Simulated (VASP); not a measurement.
Set up this calculation in VASP 6.6.1, as the native input.

| Item | Value |
| --- | --- |
| Task | single point |
| Functional | PBE |
| Potentials or basis | VASP PAW PBE potentials, release 64 (Li_sv, Sm_3), 4f in core |
| Cutoff | 650 eV |
| k mesh | 14 × 14 × 14 |
| Occupations | gaussian, width 0.1 eV |
| Spin | no spin polarisation |
| Dipole correction | no |
| k mesh for the DOS | 21 × 21 × 21 |
| Mended | yes |
| Occupations for the DOS | tetrahedron |
| Further INCAR settings | ALGO = Normal; EDIFF = 1e-06 |

The system is LiSm.

```
Li Sm
1.0
     3.77333    0.00000    0.00000
     0.00000    3.77333    0.00000
     0.00000    0.00000    3.77333
Li Sm
1 1
Cartesian
  0.0000 0.0000 0.0000
  1.8867 1.8867 1.8867
```

One way to write it, as run:

POSCAR

```
LiSm
1.0
    3.7733263686      0.0000000000      0.0000000000
    0.0000000000      3.7733263686      0.0000000000
    0.0000000000      0.0000000000      3.7733263686
Li Sm
1 1
Direct
    0.0000000000      0.0000000000      0.0000000000
    0.5000000000      0.5000000000      0.5000000000
```

INCAR.step1

```
SYSTEM = LiSm
PREC = Accurate
ENCUT = 650
EDIFF = 1E-6
ISMEAR = 0
SIGMA = 0.1
LREAL = .FALSE.
LASPH = .TRUE.
NELM = 200
ALGO = Normal
ISIF = 2
LWAVE = .FALSE.
LCHARG = .TRUE.
LMAXMIX = 6
GGA = PE
NBANDS = 14
GGA_COMPAT = .FALSE.
NEDOS = 2001
LORBIT = 11
```

KPOINTS.step1

```
regular mesh
0
G
  14 14 14
  0 0 0
```

INCAR.step2

```
SYSTEM = LiSm
PREC = Accurate
ENCUT = 650
EDIFF = 1E-6
ISMEAR = -5
SIGMA = 0.1
LREAL = .FALSE.
LASPH = .TRUE.
NELM = 200
ALGO = Normal
ISIF = 2
LWAVE = .FALSE.
LCHARG = .FALSE.
LMAXMIX = 6
GGA = PE
LORBIT = 11
NEDOS = 1001
ICHARG = 11
GGA_COMPAT = .FALSE.
```

KPOINTS.step2

```
regular mesh
0
G
  21 21 21
  0 0 0
```

Potentials or basis: VASP PAW PBE potentials, release 64 (Li_sv, Sm_3), 4f in core.

Command:

```console
$ cat potpaw_PBE.64/Li_sv/POTCAR potpaw_PBE.64/Sm_3/POTCAR > POTCAR
$ cp INCAR.step1 INCAR
$ cp KPOINTS.step1 KPOINTS
$ mpirun -np 1 vasp_std > vasp.out
$ cp INCAR.step2 INCAR
$ cp KPOINTS.step2 KPOINTS
$ mpirun -np 1 vasp_std > vasp.out
```

It gave:

The valence electrons inside the program's atomic spheres are Li 2.10; Sm 8.94.

Wall time 53 s on 1 thread of Intel(R) Xeon(R) 6975P-C (Granite Rapids) (shared host), peak memory 0.38 GiB.
